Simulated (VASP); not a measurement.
# GaN (F-43m) in VASP: further runs

The runs below take GaN through single point, with PBE+D4, revPBE, BLYP+D3(BJ).

Everything below comes from runs of VASP 6.6.1. Logs are shortened: lines on timing, memory, paths and dates and some standing lists are left out, and cuts for length are marked.

## Step 1: The cell of the first run

The structure is cubic, space group F-43m (No. 216). The conventional cell has a = 4.566 Å, b = 4.566 Å, c = 4.566 Å, α = 90.00°, β = 90.00°, γ = 90.00°. Within 2.6 Å of Ga (site symmetry -43m) lie 4 N at 1.98 Å. N (site symmetry -43m) has 4 Ga at 1.98 Å within 2.6 Å.

## Step 2: Single point, PBE+D4

Contents of INCAR:

```
SYSTEM = GaN
PREC = Accurate
ENCUT = 520
EDIFF = 1E-6
ISMEAR = -1
SIGMA = 0.05
LREAL = .FALSE.
LASPH = .TRUE.
NELM = 80
ALGO = Normal
ISIF = 2
LWAVE = .FALSE.
LCHARG = .TRUE.
GGA = PE
IVDW = 13
LELF = .TRUE.
LVHAR = .TRUE.
NBANDS = 16
```

Contents of KPOINTS:

```
regular mesh
0
G
  10 10 10
  0 0 0
```

Contents of POSCAR:

```
GaN
1.0
    0.0000000000      2.2831553320      2.2831553320
    2.2831553320      0.0000000000      2.2831553320
    2.2831553320      2.2831553320      0.0000000000
Ga N
1 1
Direct
    0.0000000000      0.0000000000      0.0000000000
    0.2500000000      0.2500000000      0.2500000000
```

Potentials or basis: VASP PAW PBE potentials, release 64 (Ga_d, N).

Command:

```
$ cat potpaw_PBE.64/Ga_d/POTCAR potpaw_PBE.64/N/POTCAR > POTCAR
$ mpirun -np 1 vasp_std > vasp.out
```

OUTCAR:

```text
SYSTEM = GaN
   PREC = Accurate
   ENCUT = 520
   EDIFF = 1E-6
   ISMEAR = -1
   LREAL = .FALSE.
   LASPH = .TRUE.
   NELM = 80
   ISIF = 2
   GGA = PE
   IVDW = 13

 ion  position               nearest neighbor table
   1  0.000  0.000  0.000-   2 1.98   2 1.98   2 1.98   2 1.98
   2  0.250  0.250  0.250-   1 1.98   1 1.98   1 1.98   1 1.98

  LATTYP: Found a face centered cubic cell.
 ALAT       =     4.5663106640

  Lattice vectors:

 A1 = (   0.0000000000,   2.2831553320,   2.2831553320)
 A2 = (   2.2831553320,   0.0000000000,   2.2831553320)
 A3 = (   2.2831553320,   2.2831553320,   0.0000000000)

Analysis of symmetry for initial positions (statically):
=====================================================================
 Subroutine PRICEL returns:
 Original cell was already a primitive cell.

 Routine SETGRP: Setting up the symmetry group for a
 face centered cubic supercell.

 Subroutine GETGRP returns: Found 24 space group operations
 (whereof 24 operations were pure point group operations)
 out of a pool of 48 trial point group operations.

The static configuration has the point symmetry T_d .

Analysis of symmetry for dynamics (positions and initial velocities):
=====================================================================
 Subroutine PRICEL returns:
 Original cell was already a primitive cell.

 Routine SETGRP: Setting up the symmetry group for a
 face centered cubic supercell.

 Subroutine GETGRP returns: Found 24 space group operations
 (whereof 24 operations were pure point group operations)
 out of a pool of 48 trial point group operations.

The dynamic configuration has the point symmetry T_d .

 Subroutine INISYM returns: Found 24 space group operations
 (whereof 24 operations are pure point group operations),
 and found     1 'primitive' translations

----------------------------------------------------------------------------------------

                                     Primitive cell

  volume of cell :      23.8033

  direct lattice vectors                    reciprocal lattice vectors
     0.000000000  2.283155332  2.283155332    -0.218995174  0.218995174  0.218995174
     2.283155332  0.000000000  2.283155332     0.218995174 -0.218995174  0.218995174
     2.283155332  2.283155332  0.000000000     0.218995174  0.218995174 -0.218995174

  length of vectors
     3.228869236  3.228869236  3.228869236     0.379310769  0.379310769  0.379310769

  position of ions in fractional coordinates (direct lattice)
     0.000000000  0.000000000  0.000000000
     0.250000000  0.250000000  0.250000000

[... 77 lines left out ...]
   LREAL  =      F    real-space projection
   EDIFFG = 0.1E-04   stopping-criterion for IOM
   NSW    =      0    number of steps for IOM
   IBRION =     -1    ionic relax: 0-MD 1-quasi-New 2-CG
   NFREE  =      0    steps in history (QN), initial steepest desc. (CG)
   ISIF   =      2    stress and relaxation
   ISYM   =      2    0-nonsym 1-usesym 2-fastsym
   POTIM  = 0.5000    time-step for ionic-motion
   TEBEG  =    0.0;   TEEND  =   0.0 temperature during run
   PSTRESS=    0.0 pullay stress
   NELECT =      18.0000    total number of electrons
   NUPDOWN=      -1.0000    fix difference up-down
   EMIN   =  10.00;   EMAX   =-10.00  energy-range for DOS
   EFERMI =   0.00;   METHOD = LEGACY
   ISMEAR =    -1;   SIGMA  =   0.05  broadening in eV -4-tet -1-fermi 0-gaus
   EFERMI_NEDOS =   21; number of points for ismear=-14 and -15
   IALGO  =     38    algorithm
   IMIX   =      4    mixing-type and parameters
     AMIX     =   0.40;   BMIX     =  1.00
     AMIX_MAG =   1.60;   BMIX_MAG =  1.00
  volume/ion in A,a.u.               =      11.90        80.32
  Fermi-wavevector in a.u.,A,eV,Ry     =   1.491490  2.818507 30.266718  2.224541
  Thomas-Fermi vector in A             =   2.604138
   LORBIT       =      0    0 simple, 1 ext, 2 COOP (PROOUT), +10 PAW based schemes
   GGA     = PE    functional components
   LHFCALC =     F    Hartree Fock is set to
   AEXX    =    0.0000 exact exchange contribution
   IVDW    =    13    specifies the selected vdW correction
   LEPSILON=     F    determine dielectric tensor
   LRPA    =     F    only Hartree local field effects (RPA)
 non-spin polarized calculation
  energy-cutoff  :      520.00
  volume of cell :       23.80
 maximum number of plane-waves:       656
   NGX = 13   NGY = 13   NGZ = 13

 number of electron      17.9999983 magnetization

 Free energy of the ion-electron system (eV)
  ---------------------------------------------------
  ext. energy  EPLUGINS =         0.00000000
  ---------------------------------------------------
  free energy    TOTEN  =       -12.15213794 eV

  energy without entropy =      -12.15213794  energy(sigma->0) =      -12.15213794

 E-fermi :   5.6459     XC(G=0): -11.4587

 val. band max:        4.8638277806   @ k =   0.0000   0.0000   0.0000
 cond. band min:       6.3352779007   @ k =   0.0000   0.0000   0.0000
 fundamental gap:      1.4714501201
 Fermi energy:         5.6458814761

 k-point     1 :       0.0000    0.0000    0.0000
  band No.  band energies     occupation
      1     -10.7429      2.00000
      2      -8.5524      2.00000
      3      -8.5524      2.00000
      4      -8.5524      2.00000
      5      -8.2704      2.00000
      6      -8.2704      2.00000
[... 433 lines left out ...]
      3      -8.3531      2.00000
      4      -8.3531      2.00000
      5      -8.2163      2.00000
      6      -7.2979      2.00000
[... 8 lines left out ...]
     15      26.5327      0.00000
     16      26.8667      0.00000

 [... further k-points ...]

------------------------ aborting loop because EDIFF is reached ----------------------------------------

  DFT-D4 for vdW energy calculation

  Edisp (eV):   -0.76982

  FORCE on cell =-STRESS in cart. coord.  units (eV):
  Direction    XX          YY          ZZ          XY          YZ          ZX
  --------------------------------------------------------------------------------------
  -------------------------------------------------------------------------------------
  Total      -1.05341    -1.05341    -1.05341    -0.00000    -0.00000     0.00000
  in kB     -70.90437   -70.90437   -70.90437    -0.00000    -0.00000     0.00000
  external pressure =      -70.90 kB  Pullay stress =        0.00 kB

 VOLUME and BASIS-vectors are now :
 -----------------------------------------------------------------------------
  energy-cutoff  :      520.00
  volume of cell :       23.80
      direct lattice vectors                 reciprocal lattice vectors
     0.000000000  2.283155332  2.283155332    -0.218995174  0.218995174  0.218995174
     2.283155332  0.000000000  2.283155332     0.218995174 -0.218995174  0.218995174
     2.283155332  2.283155332  0.000000000     0.218995174  0.218995174 -0.218995174

 POSITION                                       TOTAL-FORCE (eV/Angst)
 -----------------------------------------------------------------------------------
      0.00000      0.00000      0.00000         0.000000      0.000000      0.000000
      1.14158      1.14158      1.14158        -0.000000     -0.000000     -0.000000
 -----------------------------------------------------------------------------------
    total drift:                                0.000002      0.000002      0.000001

  FREE ENERGIE OF THE ION-ELECTRON SYSTEM (eV)
  ---------------------------------------------------
  free  energy   TOTEN  =       -12.9219611458 eV

  energy  without entropy=      -12.9219611424  energy(sigma->0) =      -12.92196114
```

OSZICAR:

```text
N       E                     dE             d eps       ncg     rms          rms(c)
DAV:   1     0.797370570090E+02    0.79737E+02   -0.94225E+03  1640   0.199E+03
DAV:   2    -0.846071429056E+01   -0.88198E+02   -0.82508E+02  1736   0.322E+02
DAV:   3    -0.140273756131E+02   -0.55667E+01   -0.55481E+01  1776   0.692E+01
DAV:   4    -0.140914381168E+02   -0.64063E-01   -0.64056E-01  1904   0.794E+00
DAV:   5    -0.140922550107E+02   -0.81689E-03   -0.81688E-03  1800   0.786E-01    0.758E+00
DAV:   6    -0.121562446197E+02    0.19360E+01   -0.49635E+00  2280   0.385E+01    0.269E+00
DAV:   7    -0.121600344939E+02   -0.37899E-02   -0.30131E-01  1616   0.672E+00    0.175E+00
DAV:   8    -0.121564858800E+02    0.35486E-02   -0.66192E-02  1736   0.318E+00    0.859E-01
DAV:   9    -0.121517995138E+02    0.46864E-02   -0.13846E-02  2256   0.252E+00    0.233E-01
DAV:  10    -0.121522240080E+02   -0.42449E-03   -0.13786E-03  1648   0.457E-01    0.123E-01
DAV:  11    -0.121521330900E+02    0.90918E-04   -0.24718E-04  2200   0.254E-01    0.967E-03
DAV:  12    -0.121521380551E+02   -0.49651E-05   -0.28702E-05  1680   0.482E-02    0.636E-03
DAV:  13    -0.121521379427E+02    0.11246E-06   -0.48323E-07  1280   0.124E-02
   1 F= -.12921961E+02 E0= -.12921961E+02  d E =-.332035E-08
```

It took 6.3 s on 1 thread of Intel Xeon 6975P-C (Granite Rapids), shared host; peak memory 0.14 GiB.

What came out:

```
Free energy                : -12.9220 eV
Pressure                   : -7.1 GPa
Band gap on the k mesh     : 1.47 eV, direct
Dispersion energy per atom : -0.385 eV
```

## Step 3: Single point, revPBE

This run uses another cell than the first one, of 11.67 Å³/atom, 0.981 times its volume.

Contents of INCAR:

```
SYSTEM = GaN
PREC = Accurate
ENCUT = 520
EDIFF = 1E-7
ISMEAR = -1
SIGMA = 0.05
LREAL = .False.
LASPH = .True.
NELM = 60
ALGO = Normal
ISIF = 2
LWAVE = .False.
LCHARG = .False.
GGA = RE
NBANDS = 16
```

Contents of KPOINTS:

```
regular mesh
0
Gamma
  10 10 10
  0 0 0
```

Contents of POSCAR:

```
GaN
1.0
    0.0000000000      2.2684248875      2.2684248875
    2.2684248875      0.0000000000      2.2684248875
    2.2684248875      2.2684248875      0.0000000000
Ga N
1 1
Direct
    0.0000000000      0.0000000000      0.0000000000
    0.2500000000      0.2500000000      0.2500000000
```

Potentials or basis: VASP PAW PBE potentials, release 64 (Ga_d, N).

Command:

```
$ cat potpaw_PBE.64/Ga_d/POTCAR potpaw_PBE.64/N/POTCAR > POTCAR
$ mpirun -np 1 vasp_std > vasp.out
```

OUTCAR:

```text
SYSTEM = GaN
   PREC = Accurate
   ENCUT = 520
   EDIFF = 1E-7
   ISMEAR = -1
   LREAL = .False.
   LASPH = .True.
   NELM = 60
   ISIF = 2
   GGA = RE

 ion  position               nearest neighbor table
   1  0.000  0.000  0.000-   2 1.96   2 1.96   2 1.96   2 1.96
   2  0.250  0.250  0.250-   1 1.96   1 1.96   1 1.96   1 1.96

  LATTYP: Found a face centered cubic cell.
 ALAT       =     4.5368497750

  Lattice vectors:

 A1 = (   0.0000000000,   2.2684248875,   2.2684248875)
 A2 = (   2.2684248875,   0.0000000000,   2.2684248875)
 A3 = (   2.2684248875,   2.2684248875,   0.0000000000)

Analysis of symmetry for initial positions (statically):
=====================================================================
 Subroutine PRICEL returns:
 Original cell was already a primitive cell.

 Routine SETGRP: Setting up the symmetry group for a
 face centered cubic supercell.

 Subroutine GETGRP returns: Found 24 space group operations
 (whereof 24 operations were pure point group operations)
 out of a pool of 48 trial point group operations.
[... 155 lines left out ...]
  ---------------------------------------------------
  ext. energy  EPLUGINS =         0.00000000
  ---------------------------------------------------
  free energy    TOTEN  =       -11.45447856 eV

  energy without entropy =      -11.45447856  energy(sigma->0) =      -11.45447856

 E-fermi :   6.0312     XC(G=0): -11.4170

 val. band max:        5.1683368418   @ k =   0.0000   0.0000   0.0000
 cond. band min:       6.8038656514   @ k =   0.0000   0.0000   0.0000
 fundamental gap:      1.6355288096
 Fermi energy:         6.0311919614

 k-point     1 :       0.0000    0.0000    0.0000
  band No.  band energies     occupation
      1     -10.6282      2.00000
      2      -8.2631      2.00000
      3      -8.2631      2.00000
      4      -8.2631      2.00000
      5      -7.9633      2.00000
      6      -7.9633      2.00000
[... 433 lines left out ...]
      3      -8.0522      2.00000
      4      -8.0521      2.00000
      5      -7.9064      2.00000
      6      -7.0286      2.00000
[... 8 lines left out ...]
     15      27.2107      0.00000
     16      27.4032      0.00000

 [... further k-points ...]
[... 5 lines left out ...]
  --------------------------------------------------------------------------------------
  -------------------------------------------------------------------------------------
  Total        0.6067149      0.6067149      0.6067149      0.0000000      0.0000000     -0.0000000
  in kB       41.6382107     41.6382107     41.6382107      0.0000000      0.0000000     -0.0000000
  external PRESSURE =      41.6382107 kB  Pullay stress =       0.0000000 kB

 VOLUME and BASIS-vectors are now :
 -----------------------------------------------------------------------------
  energy-cutoff  :      520.00
  volume of cell :       23.35
      direct lattice vectors                 reciprocal lattice vectors
     0.000000000  2.268424888  2.268424888    -0.220417261  0.220417261  0.220417261
     2.268424888  0.000000000  2.268424888     0.220417261 -0.220417261  0.220417261
     2.268424888  2.268424888  0.000000000     0.220417261  0.220417261 -0.220417261

 POSITION                                       TOTAL-FORCE (eV/Angst)
 -----------------------------------------------------------------------------------
      0.00000      0.00000      0.00000        -0.000000     -0.000000     -0.000000
      1.13421      1.13421      1.13421         0.000000      0.000000      0.000000
 -----------------------------------------------------------------------------------
    total drift:                                0.000001      0.000001      0.000001

  FREE ENERGIE OF THE ION-ELECTRON SYSTEM (eV)
  ---------------------------------------------------
  free  energy   TOTEN  =       -11.4544785580 eV

  energy  without entropy=      -11.4544785573  energy(sigma->0) =      -11.45447856
```

stdout:

```text
POSCAR found type information on POSCAR GaN
 POSCAR found :  2 types and       2 ions
 scaLAPACK will be used
 -----------------------------------------------------------------------------
|                                                                             |
|                                                                             |
|     You enforced a specific xc type in the INCAR file but a different       |
|     I HOPE YOU KNOW WHAT YOU ARE DOING!                                     |
|                                                                             |
 -----------------------------------------------------------------------------

 LDA part: xc-table for (Slater+PW92), standard interpolation
 POSCAR, INCAR and KPOINTS ok, starting setup
 FFT: planning ... GRIDC
 FFT: planning ... GRID_SOFT
 FFT: planning ... GRID
 WAVECAR not read
 entering main loop
```

Run time: 6.6 s. Hardware: 1 thread of Intel Xeon 6975P-C (Granite Rapids), shared host; peak memory 0.14 GiB.

Results:

```
Free energy            : -11.4545 eV
Pressure               : 4.2 GPa
Band gap on the k mesh : 1.64 eV, direct
```

Caveat: the PAW data sets were made with another functional, which shifts forces and pressure a little. Expect the measured gap to be larger: semilocal functionals such as revPBE lack the derivative discontinuity.

## Step 4: Single point, revPBE

Contents of INCAR:

```
PREC = Accurate ; ENCUT = 520
EDIFF = 1E-6 ; ISMEAR = -1
SIGMA = 0.05 ; LREAL = False
LASPH = True ; NELM = 60
ALGO = Normal ; ISIF = 2
LWAVE = False ; LCHARG = False
GGA = RE ; NBANDS = 16
```

Contents of KPOINTS:

```
Automatic mesh
0
Gamma
  10 10 10
```

Contents of POSCAR:

```
GaN
1.0
    0.0000000000      2.2831553320      2.2831553320
    2.2831553320      0.0000000000      2.2831553320
    2.2831553320      2.2831553320      0.0000000000
Ga N
1 1
Direct
    0.0000000000      0.0000000000      0.0000000000
    0.2500000000      0.2500000000      0.2500000000
```

Command:

```
$ cat potpaw_PBE.64/Ga_d/POTCAR potpaw_PBE.64/N/POTCAR > POTCAR
$ mpirun -np 1 vasp_std > vasp.out
```

Wall time 5.6 s (1 thread of Intel Xeon 6975P-C (Granite Rapids), shared host); peak memory 0.14 GiB.

The run converged. Its results:

| Item | Value |
| --- | --- |
| Free energy | -11.4617 eV |
| Pressure | 0.8 GPa |
| Band gap on the k mesh | 1.51 eV, direct |

Levels at points of the mesh, in eV from the valence-band top:
```csv
k point,band 6,band 7,band 8,band 9,band 10,band 11,band 12,band 13
"(0.00, 0.00, 0.00)",-13.14,0.00,0.00,0.00,1.51,10.11,10.11,10.11
"(0.50, 0.00, 0.00)",-11.91,-6.76,-0.92,-0.92,4.43,8.59,10.21,10.21
"(0.50, 0.50, 0.00)",-11.49,-5.94,-2.56,-2.56,3.38,6.49,11.54,13.63
```

Caveat: the PAW data sets were made with another functional, which shifts forces and pressure a little.

(Part 1 of 2 ends here.)
